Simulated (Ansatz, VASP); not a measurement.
## Al3BAs4: VASP beside Ansatz

INCAR

```
ALGO     = Normal         # electronic algorithm
EDIFF    = 1E-6           # SCF threshold, eV
ENCUT    = 520            # plane-wave cutoff, eV
GGA      = PE             # functional
ISIF     = 2              # what is computed and relaxed
ISMEAR   = 0              # smearing method
LASPH    = True           # aspherical terms in the spheres
LCHARG   = True           # write CHGCAR
LELF     = True           # ELF
LREAL    = False          # projectors in reciprocal space
LVHAR    = True         
LWAVE    = False          # write WAVECAR
NBANDS   = 26             # bands
NELM     = 80             # most SCF steps
PREC     = Accurate       # precision mode
SIGMA    = 0.1            # smearing width, eV
```

Contents of KPOINTS:

```
k-points
0
Gamma
  4 2 4
```

Contents of POSCAR:

```
Al3BAs4
1.0
    3.7575467500      0.0000000000      0.0000000000
    0.0000000000      7.5150934900      0.0000000000
    0.0000000000      0.0000000000      5.3139735700
Al B As
3 1 4
Direct
    0.0000000000      0.0000000000      0.0000000000
    0.5000000000      0.7500000000      0.5000000000
    0.5000000000      0.2500000000      0.5000000000
    0.0000000000      0.5000000000      0.0000000000
    0.0000000000      0.2500000000      0.2500000000
    0.0000000000      0.7500000000      0.2500000000
    0.5000000000      0.0000000000      0.7500000000
    0.5000000000      0.5000000000      0.7500000000
```

Input for Ansatz:

```yaml
crystal:
  lattice:
    - [3.75754675, 0.0, 0.0]
    - [0.0, 7.51509349, 0.0]
    - [0.0, 0.0, 5.31397357]
  atoms:
    - { symbol: Al, position: [0.0, 0.0, 0.0] }
    - { symbol: Al, position: [0.5, 0.75, 0.5] }
    - { symbol: Al, position: [0.5, 0.25, 0.5] }
    - { symbol: B, position: [0.0, 0.5, 0.0] }
    - { symbol: As, position: [0.0, 0.25, 0.25] }
    - { symbol: As, position: [0.0, 0.75, 0.25] }
    - { symbol: As, position: [0.5, 0.0, 0.75] }
    - { symbol: As, position: [0.5, 0.5, 0.75] }
basis:
  ecutwfc: 420
kpoints:
  mp_grid: { grid: [4, 2, 4] }
hamiltonian:
  xc: pbe
scf:
  occupations: { method: gaussian, width: 0.1 }
  lower_state_search: "off"
output:
  forces: true
  stress: true
  eigenvalues: true
```

Alike in both runs: task single point; functional PBE; k mesh 4 × 2 × 4; occupations gaussian, width 0.1 eV; no spin polarisation.

|  | VASP | Ansatz |
| --- | --- | --- |
| version | VASP 6.6.1 | Ansatz 0.2.0 |
| potentials or method | VASP PAW PBE potentials, release 64 (Al, B, As), cutoff 520 eV | scalar-relativistic, plane waves, PAW |
| valence electrons in the cell | 32 | 72 |

VASP gave:

| Item | Value |
| --- | --- |
| gap on the k mesh at the Fermi level (eV) | 1.14 |
| least direct gap on the mesh (eV) | 1.20 |
| pressure (GPa) | 14.0 |
| traceless stress, the component that is largest in VASP (GPa) | -1.08 |
| rms of the force components (eV/Å) | 1.111 |

Which values does Ansatz return?

gap on the k mesh at the Fermi level (eV): 1.15; least direct gap on the mesh (eV): 1.21; pressure (GPa): 13.7; traceless stress, the component that is largest in VASP (GPa): -1.07; rms of the force components (eV/Å): 1.106.

Atom by atom the forces differ by 0.005 eV/Å (rms over components). VASP's potentials hold 32 valence electrons a cell and Ansatz's 72, so a difference there can come from the potentials and not from the codes.
